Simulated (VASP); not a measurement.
Zn2SbO3, 6 atoms in the cell. It takes space group P-4m2 (No. 115, tetragonal). Conventional cell: a = 3.323 Å, b = 3.323 Å, c = 7.283 Å, α = 90.00°, β = 90.00°, γ = 90.00°. Zn (site symmetry 2mm) has 7 O at 2.50 to 2.56 Å and 2 Sb at 2.55 Å and 4 Zn at 3.32 Å within 3.4 Å. Sb (site symmetry -4m2) has 4 O at 2.35 Å and 4 Zn at 2.55 Å within 3.1 Å. O (site symmetry -4m2) has 4 Sb at 2.35 Å and 4 Zn at 2.55 Å within 3.1 Å. Within 3.4 Å of O (site symmetry 2mm) lie 5 Zn at 2.50 to 2.56 Å and 10 O at 2.91 to 3.32 Å and 2 Sb at 3.24 Å. The cell was built from a structure type or drawn by symmetry, and may not be a known phase.

```yaml
Program: VASP 6.6.1
Task: relaxation of cell and atoms
Functional: PBE
Potentials_or_basis: VASP PAW PBE potentials, release 64 (Zn, Sb, O)
Cutoff: 600 eV
k_mesh: 6 × 6 × 4
Occupations: gaussian, width 0.1 eV
Spin: no spin polarisation
Dipole_correction: no
Further_INCAR_settings: ALGO = Normal; EDIFF = 1e-06; IBRION = 2; EDIFFG = -0.04; NSW = 90; ISIF = 3
```

Potentials or basis: VASP PAW PBE potentials, release 64 (Zn, Sb, O).

Run with:

```console
$ cat potpaw_PBE.64/Zn/POTCAR potpaw_PBE.64/Sb/POTCAR potpaw_PBE.64/O/POTCAR > POTCAR
$ mpirun -np 1 vasp_std > vasp.out
```

Hardware: 1 thread of AMD EPYC 9R45 96-Core Processor (Zen 5), on a shared host.

Question: How long does it take, and how much memory?

Answer: Run time: 6.6 min on 1 thread of AMD EPYC 9R45 96-Core Processor (Zen 5), on a shared host, peak memory 0.24 GiB. Counts: scf iterations 147, k points 30, ion steps 15.
